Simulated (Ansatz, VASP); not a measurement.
## BN: VASP beside Ansatz

File POSCAR:

```
BN
1.0
    0.0000000000      1.8856816338      1.7693476878
    1.8856816338      0.0000000000      1.7693476878
    1.8856816338      1.8856816338      0.0000000000
B N
1 1
Direct
    0.0000000000      0.0000000000      0.0000000000
    0.2500000000      0.2500000000      0.2500000000
```

INCAR.step1

```
SYSTEM = BN
PREC = Accurate
ENCUT = 520
ISMEAR = 0
SIGMA = 0.01
LREAL = .False.
LASPH = .True.
NELM = 100
NBANDS = 11
GGA = PE
ALGO = Normal
EDIFF = 1E-4
LWAVE = .True.
LCHARG = .False.
```

INCAR.step2

```
SYSTEM = BN
PREC = Accurate
ENCUT = 520
EDIFF = 1E-6
ISMEAR = 0
SIGMA = 0.01
LREAL = .False.
LASPH = .True.
NELM = 100
ALGO = Normal
ISIF = 2
LWAVE = .False.
LCHARG = .False.
METAGGA = R2SCAN
LMIXTAU = .True.
NBANDS = 11
ISTART = 1
```

The input KPOINTS:

```
Automatic mesh
0
Gamma
  12 12 12
  0 0 0
```

Input for Ansatz:

```yaml
crystal:
  lattice:
    - [0.0, 1.8856816338, 1.7693476878]
    - [1.8856816338, 0.0, 1.7693476878]
    - [1.8856816338, 1.8856816338, 0.0]
  atoms:
    - { symbol: B, position: [0.0, 0.0, 0.0] }
    - { symbol: "N", position: [0.25, 0.25, 0.25] }
kpoints:
  mp_grid: { grid: [12, 12, 12] }
  band_path:
    path:
      - [0.0, 0.0, 0.0]
      - [-0.5, -0.5, 0.0]
      - [-0.375, -0.375, 0.25]
      - [-0.375, 0.0, 0.375]
      - [0.0, 0.0, 0.5]
      - [-0.5, -0.25, 0.25]
    npoints: 1
hamiltonian:
  xc: r2scan
scf:
  occupations: { method: fixed }
  n_extra_bands: 4
output:
  forces: true
  stress: true
  eigenvalues: true
```

Change from the starting cell: epitaxial_xy strain +4.5%.

Alike in both runs: task single point; functional r2SCAN; k mesh 12 × 12 × 12; no spin polarisation.

|  | VASP | Ansatz |
| --- | --- | --- |
| version | VASP 6.6.1 | Ansatz 0.2.0 |
| potentials or method | VASP PAW PBE potentials, release 64 (B, N) | plane waves, PAW |
| plane-wave cutoff (eV) | 520 | 500 |
| occupations | gaussian, width 0.01 eV | fixed |
| valence electrons in the cell | 8 | 8 |

Ansatz gave:

```
gap on the k mesh at the Fermi level (eV)                     : 3.89
pressure (GPa)                                                : -23.5
traceless stress, the component that is largest in VASP (GPa) : 23.50
```

Problem. Which values does VASP return?

Solution. gap on the k mesh at the Fermi level (eV): 3.87; pressure (GPa): -22.6; traceless stress, the component that is largest in VASP (GPa): 23.43.

VASP's potentials were made for PBE, not for r2SCAN.
